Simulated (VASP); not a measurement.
# Ir (P6/mmm) in VASP: further runs

Runs on Ir. Level: PBE. Tasks: single point, relaxation of shape and atoms at fixed volume.

Everything below comes from runs of VASP 6.6.1. Logs are shortened: lines on timing, memory, paths and dates and some standing lists are left out, and cuts for length are marked.

### 1 The cell of the first run

It takes space group P6/mmm (No. 191, hexagonal). Conventional cell: a = 4.381 Å, b = 4.381 Å, c = 2.702 Å, α = 90.00°, β = 90.00°, γ = 120.00°. Ir (site symmetry 6/mmm) has 14 Ir at 2.70 to 2.87 Å within 3.6 Å. Ir (site symmetry -6m2) has 11 Ir at 2.53 to 2.87 Å within 3.3 Å.

This isn't the form of Ir at room conditions, which is fcc.

### 2 Single point, PBE

Input file INCAR:

```
SYSTEM = Ir
PREC     = Accurate       ! precision mode
ENCUT    = 500            ! plane-wave cutoff, eV
EDIFF    = 1E-6           ! SCF threshold, eV
ISMEAR   = -1             ! smearing method
SIGMA    = 0.08           ! smearing width, eV
LREAL    = .False.        ! projectors in reciprocal space
LASPH    = .True.         ! aspherical terms in the spheres
NELM     = 120            ! most SCF steps
ALGO     = Normal         ! electronic algorithm
ISIF     = 2              ! what is computed and relaxed
LWAVE    = .False.        ! write WAVECAR
LCHARG   = .False.        ! write CHGCAR
GGA      = PE             ! functional
NBANDS   = 20             ! bands
GGA_COMPAT= .False.
```

Input file KPOINTS:

```
Automatic mesh
0
Gamma
  8 8 11
  0 0 0
```

Input file POSCAR:

```
Ir
1.0
    4.3809842993      0.0000000000      0.0000000000
   -2.1904921497      3.7940436968      0.0000000000
    0.0000000000      0.0000000000      2.7015791980
Ir
3
Direct
    0.0000000000      0.0000000000      0.0000000000
    0.3333333333      0.6666666667      0.5000000000
    0.6666666667      0.3333333333      0.5000000000
```

Potentials or basis: VASP PAW PBE potentials, release 64 (Ir).

On the command line:

```
$ cat potpaw_PBE.64/Ir/POTCAR > POTCAR
$ mpirun -np 1 vasp_std > vasp.out
```

OUTCAR:

```text
SYSTEM = Ir
   PREC = Accurate
   ENCUT = 500
   EDIFF = 1E-6
   ISMEAR = -1
   LREAL = .False.
   LASPH = .True.
   NELM = 120
   ISIF = 2
   GGA = PE

 ion  position               nearest neighbor table
   1  0.000  0.000  0.000-   2 2.87   3 2.87   2 2.87   3 2.87   3 2.87   3 2.87   2 2.87   2 2.87
                             3 2.87   3 2.87   2 2.87   2 2.87
   2  0.333  0.667  0.500-   3 2.53   3 2.53   3 2.53   1 2.87   1 2.87   1 2.87   1 2.87   1 2.87
                             1 2.87
   3  0.667  0.333  0.500-   2 2.53   2 2.53   2 2.53   1 2.87   1 2.87   1 2.87   1 2.87   1 2.87
                             1 2.87

  LATTYP: Found a hexagonal cell.
 ALAT       =     4.3809842993
 C/A-ratio  =     0.6166603241

  Lattice vectors:

 A1 = (   4.3809842993,   0.0000000000,   0.0000000000)
 A2 = (  -2.1904921497,   3.7940436968,   0.0000000000)
 A3 = (   0.0000000000,   0.0000000000,   2.7015791980)

Analysis of symmetry for initial positions (statically):
=====================================================================
 Subroutine PRICEL returns:
 Original cell was already a primitive cell.

 Routine SETGRP: Setting up the symmetry group for a
 hexagonal supercell.

 Subroutine GETGRP returns: Found 24 space group operations
 (whereof 24 operations were pure point group operations)
 out of a pool of 24 trial point group operations.

The static configuration has the point symmetry D_6h.

Analysis of symmetry for dynamics (positions and initial velocities):
=====================================================================
 Subroutine PRICEL returns:
 Original cell was already a primitive cell.

 Routine SETGRP: Setting up the symmetry group for a
 hexagonal supercell.

 Subroutine GETGRP returns: Found 24 space group operations
 (whereof 24 operations were pure point group operations)
 out of a pool of 24 trial point group operations.

The dynamic configuration has the point symmetry D_6h.

 Subroutine INISYM returns: Found 24 space group operations
 (whereof 24 operations are pure point group operations),
 and found     1 'primitive' translations

----------------------------------------------------------------------------------------

                                     Primitive cell

  volume of cell :      44.9047

  direct lattice vectors                    reciprocal lattice vectors
     4.380984299  0.000000000  0.000000000     0.228259207  0.131785514  0.000000000
    -2.190492150  3.794043697  0.000000000     0.000000000  0.263571029  0.000000000
     0.000000000  0.000000000  2.701579198     0.000000000  0.000000000  0.370153872

  length of vectors
     4.380984299  4.380984299  2.701579198     0.263571029  0.263571029  0.370153872

  position of ions in fractional coordinates (direct lattice)
     0.000000000  0.000000000  0.000000000
     0.333333333  0.666666667  0.500000000
     0.666666667  0.333333333  0.500000000

  ion indices of the primitive-cell ions
   primitive index   ion index
                 1           1
                 2           2
                 3           3

----------------------------------------------------------------------------------------

 KPOINTS: Automatic mesh

Automatic generation of k-mesh.
 Grid dimensions read from file:
 generate k-points for:    8    8   11

 Generating k-lattice:

  Cartesian coordinates                     Fractional coordinates (reciprocal lattice)
     0.028532401  0.016473189  0.000000000     0.125000000  0.000000000  0.000000000
     0.000000000  0.032946379  0.000000000     0.000000000  0.125000000  0.000000000
     0.000000000  0.000000000  0.033650352     0.000000000  0.000000000  0.090909091

  Length of vectors
     0.032946379  0.032946379  0.033650352

  Shift w.r.t. Gamma in fractional coordinates (k-lattice)
     0.000000000  0.000000000  0.000000000

 Subroutine IBZKPT returns following result:
 ===========================================

 Found     60 irreducible k-points:

 Following reciprocal coordinates:
            Coordinates               Weight
  0.000000  0.000000  0.000000      1.000000
  0.125000 -0.000000  0.000000      6.000000
  0.250000 -0.000000  0.000000      6.000000
  0.375000  0.000000  0.000000      6.000000
  0.500000 -0.000000  0.000000      3.000000
  0.125000  0.125000  0.000000      6.000000
[... 16 lines left out ...]
  0.250000 -0.000000  0.181818     12.000000
  0.375000  0.000000  0.181818     12.000000
 [... further k-points ...]
   k-points           NKPTS =     60   k-points in BZ     NKDIM =     60   number of bands    NBANDS=     20
   number of dos      NEDOS =    301   number of ions     NIONS =      3
   total plane-waves  NPLWV =  20480
   dimension x,y,z NGX =    32 NGY =   32 NGZ =   20
   dimension x,y,z NGXF=    64 NGYF=   64 NGZF=   40
   ions per type =               3
   NGX,Y,Z   is equivalent  to a cutoff of  12.14, 12.14, 12.31 a.u.
   NGXF,Y,Z  is equivalent  to a cutoff of  24.29, 24.29, 24.61 a.u.
 SYSTEM =  Ir
   PREC   = accura    normal or accurate (medium, high low for compatibility)
   ISTART =      0    job   : 0-new  1-cont  2-samecut
   ICHARG =      2    charge: 1-file 2-atom 10-const
   ISPIN  =      1    spin polarized calculation?
   LNONCOLLINEAR =      F non collinear calculations
   LSORBIT =      F    spin-orbit coupling
   LASPH  =      T    aspherical Exc in radial PAW
   ENCUT  =  500.0 eV  36.75 Ry    6.06 a.u.   7.99  7.99  4.93*2*pi/ulx,y,z
   NELM   =    120;   NELMIN=  2; NELMDL= -5     # of ELM steps
   EDIFF  = 0.1E-05   stopping-criterion for ELM
   LREAL  =      F    real-space projection
   EDIFFG = 0.1E-04   stopping-criterion for IOM
   NSW    =      0    number of steps for IOM
   IBRION =     -1    ionic relax: 0-MD 1-quasi-New 2-CG
   NFREE  =      0    steps in history (QN), initial steepest desc. (CG)
   ISIF   =      2    stress and relaxation
   ISYM   =      2    0-nonsym 1-usesym 2-fastsym
   POTIM  = 0.5000    time-step for ionic-motion
   TEBEG  =    0.0;   TEEND  =   0.0 temperature during run
   PSTRESS=    0.0 pullay stress
   NELECT =      27.0000    total number of electrons
   NUPDOWN=      -1.0000    fix difference up-down
   EMIN   =  10.00;   EMAX   =-10.00  energy-range for DOS
   EFERMI =   0.00;   METHOD = LEGACY
   ISMEAR =    -1;   SIGMA  =   0.08  broadening in eV -4-tet -1-fermi 0-gaus
   EFERMI_NEDOS =   21; number of points for ismear=-14 and -15
   IALGO  =     38    algorithm
   IMIX   =      4    mixing-type and parameters
     AMIX     =   0.40;   BMIX     =  1.00
     AMIX_MAG =   1.60;   BMIX_MAG =  1.00
  volume/ion in A,a.u.               =      14.97       101.01
  Fermi-wavevector in a.u.,A,eV,Ry     =   1.381759  2.611145 25.977016  1.909257
  Thomas-Fermi vector in A             =   2.506513
   LORBIT       =      0    0 simple, 1 ext, 2 COOP (PROOUT), +10 PAW based schemes
   GGA     = PE    functional components
   LHFCALC =     F    Hartree Fock is set to
   AEXX    =    0.0000 exact exchange contribution
   IVDW    =     0    specifies the selected vdW correction
   LEPSILON=     F    determine dielectric tensor
   LRPA    =     F    only Hartree local field effects (RPA)
 non-spin polarized calculation
  energy-cutoff  :      500.00
  volume of cell :       44.90
 maximum number of plane-waves:      1157
 NGX is ok and might be reduce to    32
   NGX = 15   NGY = 15   NGZ =  9

 number of electron      26.9999999 magnetization

 Free energy of the ion-electron system (eV)
  ---------------------------------------------------
  ext. energy  EPLUGINS =         0.00000000
  ---------------------------------------------------
  free energy    TOTEN  =       -25.59939593 eV

  energy without entropy =      -25.49283408  energy(sigma->0) =      -25.54611501

 E-fermi :   9.4696     XC(G=0): -13.6343

 val. band max:        9.4530981720   @ k =   0.2500  -0.0000   0.0000
 cond. band min:       9.4733062709   @ k =   0.2500   0.2500   0.3636
 fundamental gap:      0.0202080988
 Fermi energy:         9.4696102961

 k-point     1 :       0.0000    0.0000    0.0000
  band No.  band energies     occupation
      1      -1.0631      2.00000
      2       2.6156      2.00000
      3       4.8085      2.00000
      4       5.0924      2.00000
      5       5.0924      2.00000
      6       5.0930      2.00000
[... 12 lines left out ...]
     19      17.7508      0.00000
     20      17.7512      0.00000

 k-point     2 :       0.1250   -0.0000    0.0000
  band No.  band energies     occupation
      1      -0.8279      2.00000
      2       2.6815      2.00000
      3       4.0637      2.00000
      4       4.5614      2.00000
      5       4.6029      2.00000
      6       5.3665      2.00000
[... 12 lines left out ...]
     19      16.0149      0.00000
     20      17.3176      0.00000

 k-point     3 :       0.2500   -0.0000    0.0000
  band No.  band energies     occupation
      1      -0.1584      2.00000
      2       2.6512      2.00000
      3       3.3257      2.00000
      4       4.0619      2.00000
      5       4.2978      2.00000
      6       5.2019      2.00000
[... 12 lines left out ...]
     19      16.3090      0.00000
     20      18.7529      0.00000

 k-point     4 :       0.3750    0.0000    0.0000
  band No.  band energies     occupation
      1       0.8246      2.00000
      2       2.1654      2.00000
      3       2.9689      2.00000
      4       3.8705      2.00000
      5       4.2478      2.00000
      6       4.8134      2.00000
[... 12 lines left out ...]
     19      16.6399      0.00000
     20      21.1377      0.00000

 k-point     5 :       0.5000   -0.0000    0.0000
  band No.  band energies     occupation
      1       1.6642      2.00000
      2       2.0747      2.00000
      3       2.1641      2.00000
      4       4.2722      2.00000
      5       4.2810      2.00000
      6       4.3282      2.00000
[... 12 lines left out ...]
     19      16.7726      0.00000
     20      23.3682      0.00000

 k-point     6 :       0.1250    0.1250    0.0000
  band No.  band energies     occupation
      1      -0.3770      2.00000
      2       2.7272      2.00000
      3       3.5888      2.00000
      4       3.7097      2.00000
      5       4.7237      2.00000
      6       5.3680      2.00000
[... 12 lines left out ...]
     19      16.9550      0.00000
     20      17.6772      0.00000

 k-point     7 :       0.2500    0.1250    0.0000
  band No.  band energies     occupation
      1       0.4358      2.00000
      2       2.3880      2.00000
      3       3.0176      2.00000
      4       3.6810      2.00000
      5       4.5327      2.00000
      6       5.1424      2.00000
[... 12 lines left out ...]
     19      17.4581      0.00000
     20      19.4157      0.00000
[... 277 lines left out ...]
 k-point    20 :       0.3750    0.2500    0.0909
  band No.  band energies     occupation
      1       1.6944      2.00000
      2       2.2952      2.00000
      3       2.4142      2.00000
      4       4.4876      2.00000
      5       4.5454      2.00000
      6       4.9697      2.00000
[... 12 lines left out ...]
     19      19.7319      0.00000
     20      22.0127      0.00000

 k-point    21 :       0.0000    0.0000    0.1818
  band No.  band energies     occupation
      1      -0.1729      2.00000
      2       3.5565      2.00000
      3       4.3201      2.00000
      4       4.3201      2.00000
      5       4.4728      2.00000
      6       4.4728      2.00000
[... 12 lines left out ...]
     19      18.2499      0.00000
     20      18.2499      0.00000

 k-point    22 :       0.1250   -0.0000    0.1818
  band No.  band energies     occupation
      1       0.0416      2.00000
      2       3.6467      2.00000
      3       3.8762      2.00000
      4       4.1146      2.00000
      5       4.5064      2.00000
      6       4.8107      2.00000
[... 12 lines left out ...]
     19      16.6040      0.00000
     20      17.7776      0.00000

 k-point    23 :       0.2500   -0.0000    0.1818
  band No.  band energies     occupation
      1       0.6530      2.00000
      2       3.2279      2.00000
      3       3.9169      2.00000
      4       4.0292      2.00000
      5       4.2060      2.00000
      6       5.1481      2.00000
[... 12 lines left out ...]
     19      16.0838      0.00000
     20      18.9288      0.00000

 k-point    24 :       0.3750    0.0000    0.1818
  band No.  band energies     occupation
      1       1.5587      2.00000
      2       2.7333      2.00000
      3       3.5552      2.00000
      4       4.0807      2.00000
      5       4.3493      2.00000
      6       5.2915      2.00000
[... 12 lines left out ...]
     19      16.4185      0.00000
     20      21.0087      0.00000

 [... further k-points ...]
[... 5 lines left out ...]
  --------------------------------------------------------------------------------------
  -------------------------------------------------------------------------------------
  Total        0.1210862      0.1210862      0.0649561     -0.0000000      0.0000000     -0.0000000
  in kB        4.3202948      4.3202948      2.3176020     -0.0000000      0.0000000     -0.0000000
  external PRESSURE =       3.6527305 kB  Pullay stress =       0.0000000 kB

 VOLUME and BASIS-vectors are now :
 -----------------------------------------------------------------------------
  energy-cutoff  :      500.00
  volume of cell :       44.90
      direct lattice vectors                 reciprocal lattice vectors
     4.380984299  0.000000000  0.000000000     0.228259207  0.131785514  0.000000000
    -2.190492150  3.794043697  0.000000000     0.000000000  0.263571029  0.000000000
     0.000000000  0.000000000  2.701579198     0.000000000  0.000000000  0.370153872

 POSITION                                       TOTAL-FORCE (eV/Angst)
 -----------------------------------------------------------------------------------
      0.00000      0.00000      0.00000        -0.000000      0.000000      0.000000
     -0.00000      2.52936      1.35079        -0.000000      0.000000     -0.000000
      2.19049      1.26468      1.35079         0.000000     -0.000000      0.000000
 -----------------------------------------------------------------------------------
    total drift:                               -0.000000      0.000000      0.000000

  FREE ENERGIE OF THE ION-ELECTRON SYSTEM (eV)
  ---------------------------------------------------
  free  energy   TOTEN  =       -25.5993959305 eV

  energy  without entropy=      -25.4928340821  energy(sigma->0) =      -25.54611501
```

Run time: 21 s. Hardware: 1 thread of AMD EPYC 9R45 (Zen 5), shared host; peak memory 0.15 GiB.

Results:

```yaml
Free_energy: -25.5994 eV
Pressure: 0.4 GPa
Band_gap_on_the_k_mesh: zero (an odd number of electrons rules out a gap without spin polarisation)
```

Caveat: spin-orbit coupling is left out, which moves the levels of the heavy elements.

(Continued in part 2 of 2.)
